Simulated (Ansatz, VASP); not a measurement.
Al in VASP and in Ansatz

The input INCAR:

```
SYSTEM = Al
PREC     = Accurate       ! precision mode
ENCUT    = 520            ! plane-wave cutoff, eV
EDIFF    = 1E-6           ! SCF threshold, eV
ISMEAR   = 0              ! smearing method
SIGMA    = 0.15           ! smearing width, eV
LREAL    = .False.        ! projectors in reciprocal space
LASPH    = .True.         ! aspherical terms in the spheres
NELM     = 80             ! most SCF steps
ALGO     = Normal         ! electronic algorithm
ISIF     = 2              ! what is computed and relaxed
LWAVE    = .False.        ! write WAVECAR
LCHARG   = .False.        ! write CHGCAR
GGA      = PS             ! functional
NBANDS   = 8              ! bands
```

KPOINTS

```
regular mesh
0
Gamma
  20 20 20
  0 0 0
```

POSCAR

```
Al
1.0
   -1.5593943162      1.5593943162      1.5912186900
    1.5593943162     -1.5593943162      1.5912186900
    1.5593943162      1.5593943162     -1.5912186900
Al
1
Direct
    0.0000000000      0.0000000000      0.0000000000
```

Input for Ansatz:

```yaml
crystal:
  lattice:
    - [-1.5593943162, 1.5593943162, 1.59121869]
    - [1.5593943162, -1.5593943162, 1.59121869]
    - [1.5593943162, 1.5593943162, -1.59121869]
  atoms:
    - { symbol: Al, position: [0.0, 0.0, 0.0] }
basis:
  ecutwfc: 420
kpoints:
  mp_grid: { grid: [20, 20, 20] }
hamiltonian:
  xc: pbesol
scf:
  occupations: { method: gaussian, width: 0.15 }
output:
  forces: true
  stress: true
  eigenvalues: true
```

Change from the starting cell: strain -0.0200 x Voigt [1, 1, 0, 0, 0, 0], atoms carried along.

Alike in both runs: task single point; functional PBEsol; k mesh 20 × 20 × 20; occupations gaussian, width 0.15 eV; no spin polarisation.

|  | VASP | Ansatz |
| --- | --- | --- |
| version | VASP 6.6.1 | Ansatz 0.2.0 |
| potentials or method | VASP PAW PBE potentials, release 64 (Al), cutoff 520 eV | scalar-relativistic, plane waves, PAW |
| valence electrons in the cell | 3 | 3 |

|  | VASP | Ansatz | Ansatz less VASP |
| --- | --- | --- | --- |
| gap on the k mesh at the Fermi level (eV) | none | none | - |
| pressure (GPa) | 5.9 | 5.8 | -0.08 |
| traceless stress, the component that is largest in VASP (GPa) | 0.78 | 0.78 | -0.004 |

VASP's potentials were made for PBE, not for PBEsol. A gap of «none» marks a metal or a gap that the smearing closes.
